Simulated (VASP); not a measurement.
# Au in VASP: further runs, part 2 of 2

VASP 6.6.1. The steps go on from the part before.

### Step 4. Relaxation of shape and atoms at fixed volume, PBE (19.04 Å³/atom)

This run uses another cell than the first one, of 19.04 Å³/atom.

INCAR reads:

```
SYSTEM = Au
PREC = Accurate ; ENCUT = 600
EDIFF = 1E-6 ; ISMEAR = 0
SIGMA = 0.1 ; LREAL = .FALSE.
LASPH = .TRUE. ; NELM = 100
ALGO = Fast ; ISIF = 4
LWAVE = .FALSE. ; LCHARG = .FALSE.
GGA = PE ; IBRION = 2
NSW = 50 ; EDIFFG = -0.01
```

KPOINTS reads:

```
regular mesh
0
G
  14 14 10
  0 0 0
```

POSCAR reads:

```
Au
1.0
    3.0015579878     -0.0186739856      0.3855225525
   -0.0325162492      2.9996189170      0.3994443099
   -0.5285359380     -0.5501568532      4.0883669069
Au
2
Direct
    0.2500000000      0.2500000000      0.7500000000
    0.7500000000      0.7500000000      0.2500000000
```

Started as:

```sh
> cat potpaw_PBE.64/Au/POTCAR > POTCAR
> mpirun -np 1 vasp_std > vasp.out
```

It took 76 s on 1 thread of Intel Xeon Platinum 8488C (Sapphire Rapids), shared host; peak memory 0.32 GiB.

The run converged. Its results:

- Free energy: -6.3929 eV
- Pressure after relaxing: -6.9 GPa
- Band gap on the k mesh: zero (bands 11 and 12 overlap by 6.50 eV)

Stress tensor (GPa, compression positive):
```
-6.88  0.00  0.01
 0.00 -6.88  0.01
 0.01  0.01 -6.96
```

Final structure:
```
Au
1.0
     3.00156   -0.01867    0.38552
    -0.03252    2.99962    0.39944
    -0.52854   -0.55016    4.08837
Au
2
Direct
  0.25000 0.25000 0.75000
  0.75000 0.75000 0.25000
```

Levels at points of the mesh, in eV from the Fermi level:
```
           k point  band 7  band 8  band 9  band 10  band 11  band 12  band 13  band 14  band 15
(0.00, 0.00, 0.00)   -3.02   -2.80   -1.96    -1.65    -1.65     1.62     5.32     9.36     9.36
(0.50, 0.00, 0.00)   -3.40   -3.40   -2.95    -2.95    -0.53    -0.53     8.27     8.27     9.68
(0.50, 0.50, 0.00)   -1.74   -1.74   -1.59    -1.59     1.17     1.17     4.72     4.72     9.84
(0.00, 0.00, 0.50)   -3.18   -3.18   -3.18    -3.18    -2.51    -2.51    13.78    13.78    13.78
(0.50, 0.00, 0.50)   -1.97   -1.97   -1.87    -1.87    -0.46    -0.46     2.51     2.51    13.99
(0.50, 0.50, 0.50)   -2.98   -2.98   -1.74    -1.74     3.91     3.91     6.00     6.00     6.00
```

Caveat: spin-orbit coupling is left out, which moves the levels of the heavy elements.

### Step 5. Relaxation of cell and atoms, PBE

This run uses another cell than the first one, of 17.98 Å³/atom.

INCAR reads:

```
SYSTEM = Au
PREC = Accurate
ENCUT = 600
EDIFF = 1E-6
ISMEAR = 0
SIGMA = 0.1
LREAL = .FALSE.
LASPH = .TRUE.
NELM = 100
ALGO = Fast
ISIF = 3
LWAVE = .FALSE.
LCHARG = .FALSE.
GGA = PE
IBRION = 2
NSW = 100
EDIFFG = -0.005
```

KPOINTS reads:

```
Automatic mesh
0
G
  14 14 10
  0 0 0
```

POSCAR reads:

```
Au
1.0
    2.9392892050     -0.0169584662      0.3777047354
   -0.0305117263      2.9373857273      0.3913230005
   -0.5202174222     -0.5415080142      4.0240345336
Au
2
Direct
    0.2500004497      0.2499989582      0.7500002595
    0.7499995503      0.7500010418      0.2499997405
```

Potentials or basis: VASP PAW PBE potentials, release 64 (Au).

Started as:

```sh
> cat potpaw_PBE.64/Au/POTCAR > POTCAR
> mpirun -np 1 vasp_std > vasp.out
```

OUTCAR:

```text
SYSTEM = Au
   PREC = Accurate
   ENCUT = 600
   EDIFF = 1E-6
   ISMEAR = 0
   LREAL = .FALSE.
   LASPH = .TRUE.
   NELM = 100
   ISIF = 3
   GGA = PE
   IBRION = 2
   NSW = 100
   EDIFFG = -0.005

 ion  position               nearest neighbor table
   1  0.250  0.250  0.750-   2 2.93   2 2.93   2 2.93   2 2.93   2 2.93   2 2.93   2 2.93   2 2.93

   2  0.750  0.750  0.250-   1 2.93   1 2.93   1 2.93   1 2.93   1 2.93   1 2.93   1 2.93   1 2.93

  LATTYP: Found a base centered orthorhombic cell.
 ALAT       =     4.1890395847
 B/A-ratio  =     1.0009464613
 C/A-ratio  =     0.9771920516

  Lattice vectors:

 A1 = (   0.0305117263,  -2.9373857273,  -0.3913230005)
 A2 = (   2.9392892050,  -0.0169584662,   0.3777047354)
 A3 = (  -0.5202174222,  -0.5415080142,   4.0240345336)

Analysis of symmetry for initial positions (statically):
=====================================================================
 Subroutine PRICEL returns following result:

  LATTYP: Found a face centered orthorhombic cell.
 ALAT       =     4.0934961858
 B/A-ratio  =     1.0233433453
 C/A-ratio  =     1.0243076316

  Lattice vectors:

 A1 = (   2.9392940794,  -0.0169712995,   0.3777079610)
 A2 = (   1.1942824654,   1.1894532068,   2.3965327476)
 A3 = (   1.2247941917,  -1.7479325205,   2.0052097471)

   2 primitive cells build up your supercell.

 Routine SETGRP: Setting up the symmetry group for a
 base centered orthorhombic supercell.

 Subroutine GETGRP returns: Found  8 space group operations
 (whereof  4 operations were pure point group operations)
 out of a pool of  8 trial point group operations.

The static configuration has the point symmetry C_2h.
 The point group associated with its full space group is D_2h.

Analysis of symmetry for dynamics (positions and initial velocities):
=====================================================================
 Subroutine PRICEL returns following result:

  LATTYP: Found a face centered orthorhombic cell.
 ALAT       =     4.0934961858
 B/A-ratio  =     1.0233433453
 C/A-ratio  =     1.0243076316

  Lattice vectors:

 A1 = (   2.9392940794,  -0.0169712995,   0.3777079610)
 A2 = (   1.1942824654,   1.1894532068,   2.3965327476)
 A3 = (   1.2247941917,  -1.7479325205,   2.0052097471)

   2 primitive cells build up your supercell.

 Routine SETGRP: Setting up the symmetry group for a
 base centered orthorhombic supercell.

 Subroutine GETGRP returns: Found  8 space group operations
 (whereof  4 operations were pure point group operations)
 out of a pool of  8 trial point group operations.

The dynamic configuration has the point symmetry C_2h.
 The point group associated with its full space group is D_2h.

 Subroutine INISYM returns: Found  8 space group operations
 (whereof  4 operations are pure point group operations),
 and found     2 'primitive' translations

----------------------------------------------------------------------------------------

                                     Primitive cell

[... 89 lines left out ...]
   LREAL  =      F    real-space projection
   EDIFFG = -.5E-02   stopping-criterion for IOM
   NSW    =    100    number of steps for IOM
   IBRION =      2    ionic relax: 0-MD 1-quasi-New 2-CG
   NFREE  =      1    steps in history (QN), initial steepest desc. (CG)
   ISIF   =      3    stress and relaxation
   ISYM   =      2    0-nonsym 1-usesym 2-fastsym
   POTIM  = 0.5000    time-step for ionic-motion
   TEBEG  =    0.0;   TEEND  =   0.0 temperature during run
   PSTRESS=    0.0 pullay stress
   NELECT =      22.0000    total number of electrons
   NUPDOWN=      -1.0000    fix difference up-down
   EMIN   =  10.00;   EMAX   =-10.00  energy-range for DOS
   EFERMI =   0.00;   METHOD = LEGACY
   ISMEAR =     0;   SIGMA  =   0.10  broadening in eV -4-tet -1-fermi 0-gaus
   EFERMI_NEDOS =   21; number of points for ismear=-14 and -15
   IALGO  =     68    algorithm
   IMIX   =      4    mixing-type and parameters
     AMIX     =   0.40;   BMIX     =  1.00
     AMIX_MAG =   1.60;   BMIX_MAG =  1.00
  volume/ion in A,a.u.               =      17.98       121.30
  Fermi-wavevector in a.u.,A,eV,Ry     =   1.389892  2.626515 26.283725  1.931799
  Thomas-Fermi vector in A             =   2.513879
   LORBIT       =      0    0 simple, 1 ext, 2 COOP (PROOUT), +10 PAW based schemes
   GGA     = PE    functional components
   LHFCALC =     F    Hartree Fock is set to
   AEXX    =    0.0000 exact exchange contribution
   IVDW    =     0    specifies the selected vdW correction
   LEPSILON=     F    determine dielectric tensor
   LRPA    =     F    only Hartree local field effects (RPA)
 conjugate gradient relaxation of ions
 non-spin polarized calculation
 RMM-DIIS sequential band-by-band and
 Gauss-broadening in eV      SIGMA  =   0.10
  energy-cutoff  :      600.00
  volume of cell :       35.95
 maximum number of plane-waves:      1224
   NGX = 11   NGY = 11   NGZ = 17

--------------------------------------- Ionic step        1  -------------------------------------------

 number of electron      22.0000007 magnetization

 Free energy of the ion-electron system (eV)
  ---------------------------------------------------
  ext. energy  EPLUGINS =         0.00000000
  ---------------------------------------------------
  free energy    TOTEN  =        -6.44366680 eV

  energy without entropy =       -6.44141962  energy(sigma->0) =       -6.44254321

------------------------ aborting loop because EDIFF is reached ----------------------------------------

  FORCE on cell =-STRESS in cart. coord.  units (eV):
  Direction    XX          YY          ZZ          XY          YZ          ZX
  --------------------------------------------------------------------------------------
  -------------------------------------------------------------------------------------
  Total       -0.0382561     -0.0383289     -0.0614891     -0.0047794      0.0025883      0.0024462
  in kB       -1.7049336     -1.7081769     -2.7403388     -0.2130023      0.1153521      0.1090194
  external PRESSURE =      -2.0511498 kB  Pullay stress =       0.0000000 kB
[... 89 lines left out ...]
  FREE ENERGIE OF THE ION-ELECTRON SYSTEM (eV)
  ---------------------------------------------------
  free  energy   TOTEN  =        -6.4437159371 eV

  energy  without entropy=       -6.4414827075  energy(sigma->0) =       -6.44259932

[... ionic steps 4 to 7 ...]

--------------------------------------- Ionic step        8  -------------------------------------------

 number of electron      22.0000007 magnetization

------------------------ aborting loop because EDIFF is reached ----------------------------------------
[... 67 lines left out ...]
--------------------------------------- Ionic step       10  -------------------------------------------

 number of electron      22.0000008 magnetization

 Free energy of the ion-electron system (eV)
  ---------------------------------------------------
  ext. energy  EPLUGINS =         0.00000000
  ---------------------------------------------------
  free energy    TOTEN  =        -6.44374341 eV

  energy without entropy =       -6.44153482  energy(sigma->0) =       -6.44263912

 E-fermi :   8.6491     XC(G=0): -12.4094

 val. band max:        8.6408680915   @ k =  -0.2143   0.2143   0.4000
 cond. band min:       8.6881187232   @ k =   0.2857   0.1429   0.4000
 fundamental gap:      0.0472506317
 Fermi energy:         8.6491166062

 k-point     1 :       0.0000    0.0000    0.0000
  band No.  band energies     occupation
      1      -0.6851      2.00000
      2       2.0612      2.00000
      3       2.3321      2.00000
      4       4.1420      2.00000
      5       4.1428      2.00000
      6       4.3543      2.00000
      7       5.4782      2.00000
      8       5.7012      2.00000
      9       6.6429      2.00000
     10       6.9909      2.00000
     11       6.9916      2.00000
     12      10.0903      0.00000
     13      14.3852      0.00000
     14      18.2006      0.00000
[... 401 lines left out ...]
      2       3.0186      2.00000
      3       3.4237      2.00000
      4       3.4268      2.00000
      5       4.2691      2.00000
      6       4.5884      2.00000
      7       5.0297      2.00000
      8       5.2975      2.00000
      9       5.5378      2.00000
     10       6.1353      2.00000
     11       6.7866      2.00000
     12      12.1370      0.00000
     13      14.5315      0.00000
     14      15.6099      0.00000
     15      19.0864      0.00000

 [... further k-points ...]

------------------------ aborting loop because EDIFF is reached ----------------------------------------

  FORCE on cell =-STRESS in cart. coord.  units (eV):
  Direction    XX          YY          ZZ          XY          YZ          ZX
  --------------------------------------------------------------------------------------
  -------------------------------------------------------------------------------------
  Total        0.0083711      0.0083371     -0.0083759     -0.0014070      0.0021415      0.0020472
  in kB        0.3736939      0.3721756     -0.3739085     -0.0628090      0.0955990      0.0913871
  external PRESSURE =       0.1239870 kB  Pullay stress =       0.0000000 kB
[... 17 lines left out ...]
  FREE ENERGIE OF THE ION-ELECTRON SYSTEM (eV)
  ---------------------------------------------------
  free  energy   TOTEN  =        -6.4437434096 eV

  energy  without entropy=       -6.4415348247  energy(sigma->0) =       -6.44263912

 reached required accuracy - stopping structural energy minimisation
```

OSZICAR:

```text
N       E                     dE             d eps       ncg     rms          rms(c)
DAV:   1     0.130147205202E+03    0.13015E+03   -0.12848E+04 10260   0.159E+03
DAV:   2    -0.520277270142E+01   -0.13535E+03   -0.13051E+03 11219   0.301E+02
[... 58 lines left out ...]
   9 F= -.64437243E+01 E0= -.64426104E+01  d E =-.834079E-05
       N       E                     dE             d eps       ncg     rms          rms(c)
DAV:   1    -0.644390999477E+01   -0.18570E-03   -0.13235E-02 10883   0.947E-01    0.692E-02
RMM:   2    -0.644379213657E+01    0.11786E-03   -0.48282E-05 10260   0.609E-02    0.369E-02
RMM:   3    -0.644374308374E+01    0.49053E-04   -0.55303E-05 10260   0.598E-02    0.812E-03
RMM:   4    -0.644374340958E+01   -0.32584E-06   -0.24218E-06  6725   0.152E-02
  10 F= -.64437434E+01 E0= -.64426391E+01  d E =-.274243E-04
```

CONTCAR:

```text
Au
   1.00000000000000
     2.9400286111004128   -0.0182260756644705    0.3776297438774370
    -0.0317834972543759    2.9381188236900768    0.3912572623771861
    -0.5190906727398991   -0.5403351646794736    4.0153188564095226
  Au
     2
Direct
     0.2500004497000035    0.2499989582000026    0.7500002594999984
     0.7499995502999965    0.7500010417999974    0.2499997405000016

  0.00000000E+00  0.00000000E+00  0.00000000E+00
  0.00000000E+00  0.00000000E+00  0.00000000E+00
```

Wall time 13 min (1 thread of Oxide Virtual Turin-like, shared host); peak memory 0.28 GiB.

What came out:

- Free energy: -6.4437 eV
- Relaxed volume: 17.95 Å³/atom
- Relaxed cell: a = 2.964 Å, b = 2.964 Å, c = 4.085 Å, α = 90.00°, β = 90.00°, γ = 90.00°
- Space group after relaxing (to 0.1 Å): I4/mmm (No. 139)
- Energy gained by relaxing: 0.0 meV/atom
- Ionic steps: 10
- Pressure after relaxing: 0.0 GPa
- Band gap on the k mesh: zero (bands 11 and 12 overlap by 6.91 eV)

Final structure:
```
Au
1.0
     2.94003   -0.01823    0.37763
    -0.03178    2.93812    0.39126
    -0.51909   -0.54034    4.01532
Au
2
Direct
  0.25000 0.25000 0.75000
  0.75000 0.75000 0.25000
```

Caveat: spin-orbit coupling is left out, which moves the levels of the heavy elements.

### Step 6. Overview

| task | cell | gap on the mesh (eV) | pressure (GPa) |
| --- | --- | --- | --- |
| relaxation of shape and atoms at fixed volume | relaxed from a = 2.938, b = 2.938, c = 4.038 Å, 2 atoms | none | 4.5 |
| relaxation of shape and atoms at fixed volume | relaxed from a = 2.997, b = 2.997, c = 4.119 Å, 2 atoms | none | -3.9 |
| relaxation of shape and atoms at fixed volume | relaxed from a = 3.026, b = 3.026, c = 4.159 Å, 2 atoms | none | -6.9 |
| relaxation of cell and atoms | relaxed from a = 2.964, b = 2.963, c = 4.093 Å, angles 90.0, 90.0, 89.9°, 2 atoms | none | 0.0 |

Alike in all rows: level PBE; potentials or basis VASP PAW PBE potentials, release 64 (Au); no spin polarisation; k mesh 14 × 14 × 10; cutoff (eV) 600; smearing gaussian 0.1 eV.

Caveats: spin-orbit coupling is left out, which moves the levels of the heavy elements.

Total energies depend on the potentials used, so only differences within one code and one set of settings carry meaning.

The gap in the log of VASP goes by the Fermi energy; the results here count the filled bands.